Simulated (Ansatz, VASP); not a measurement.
**SiO2 in VASP and in Ansatz**

```
Si O
1.0
     4.33120    0.00000    0.00000
     0.00000    4.33120    0.00000
     0.00000    0.00000    2.44770
Si O
2 4
Direct
  0.50000 0.50000 0.50000
  0.00000 0.00000 0.00000
  0.69301 0.69301 0.00000
  0.19301 0.80699 0.50000
  0.30699 0.30699 0.00000
  0.80699 0.19301 0.50000
```

Alike in both runs: task single point; functional PBE; k mesh 6 × 6 × 8; occupations gaussian, width 0.05 eV; no spin polarisation.

```csv
,VASP,Ansatz
version,VASP 6.6.1,Ansatz 0.2.0
potentials or method,"VASP PAW PBE potentials, release 64 (Si, O), cutoff 520 eV","scalar-relativistic, plane waves, PAW"
valence electrons in the cell,32,32
```

VASP gave:

* gap on the k mesh at the Fermi level (eV): 6.10
* least direct gap on the mesh (eV): 6.10
* pressure (GPa): 26.7
* traceless stress, the component that is largest in VASP (GPa): 48.08
* rms of the force components (eV/Å): 0.117

Estimate Ansatz's values.

gap on the k mesh at the Fermi level (eV): 6.13; least direct gap on the mesh (eV): 6.13; pressure (GPa): 26.2; traceless stress, the component that is largest in VASP (GPa): 47.20; rms of the force components (eV/Å): 0.144.

Atom by atom the forces differ by 0.028 eV/Å (rms over components).
